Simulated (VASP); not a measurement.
Set up this calculation in VASP 6.6.1, as the native input.

```yaml
Task: single point
Functional: r2SCAN
Potentials_or_basis: VASP PAW PBE potentials, release 64 (Cd, S)
Cutoff: 520 eV
k_mesh: 10 × 8 × 10
Occupations: gaussian, width 0.05 eV
Spin: no spin polarisation
Dipole_correction: no
Further_INCAR_settings: ALGO = Normal; EDIFF = 1e-07; NBANDS = 26
```

Crystal: CdS.

```xyz
4
Lattice="3.8063 0.0000 0.0000 0.0000 5.3812 0.0000 0.0000 0.0000 3.8060" Properties=species:S:1:pos:R:3 pbc="T T T"
Cd    1.9031    2.6906    0.9249
Cd    0.0000    0.0000    2.8810
S     1.9031    0.0000    0.9711
S     0.0000    2.6906    2.8348
```

This cell differs from its parent crystal: functional r2SCAN, strained.

These files were run (other wordings do the same):

POSCAR

```
CdS
1.0
    3.8062769730      0.0000000000      0.0000000000
    0.0000000000      5.3812003291      0.0000000000
    0.0000000000      0.0000000000      3.8059528214
Cd S
2 2
Direct
    0.5000000000      0.5000000000      0.2430260000
    0.0000000000      0.0000000000      0.7569740000
    0.5000000000      0.0000000000      0.2551630000
    0.0000000000      0.5000000000      0.7448370000
```

INCAR.step1

```
PREC = Accurate
ENCUT = 520
ISMEAR = 0
SIGMA = 0.05
LREAL = False
LASPH = True
NELM = 100
NBANDS = 26
GGA = PE
ALGO = Normal
EDIFF = 1E-4
LWAVE = True
LCHARG = False
```

INCAR.step2

```
PREC = Accurate
ENCUT = 520
EDIFF = 1E-7
ISMEAR = 0
SIGMA = 0.05
LREAL = False
LASPH = True
NELM = 100
ALGO = Normal
ISIF = 2
LWAVE = False
LCHARG = True
METAGGA = R2SCAN
LMIXTAU = True
LELF = True
LVHAR = True
NBANDS = 26
ISTART = 1
```

KPOINTS

```
regular mesh
0
Gamma
  10 8 10
```

Potentials or basis: VASP PAW PBE potentials, release 64 (Cd, S).

Command:

```console
$ cat potpaw_PBE.64/Cd/POTCAR potpaw_PBE.64/S/POTCAR > POTCAR
$ cp INCAR.step1 INCAR
$ mpirun -np 1 vasp_std > vasp.out
$ cp INCAR.step2 INCAR
$ mpirun -np 1 vasp_std > vasp.out
```

Results of the run:

| Property | Result |
| --- | --- |
| Pressure | 4.1 GPa |
| Largest force | 0.028 eV/Å |
| Band gap on the k mesh | 0.73 eV |

Caveat: the cell differs from its parent crystal (functional r2SCAN, strained); the PAW data sets were made with another functional, which shifts forces and pressure a little.

It took 9.1 min on 1 thread of AMD EPYC 9R45 96-Core Processor (Zen 5), on a shared host, peak memory 0.37 GiB.
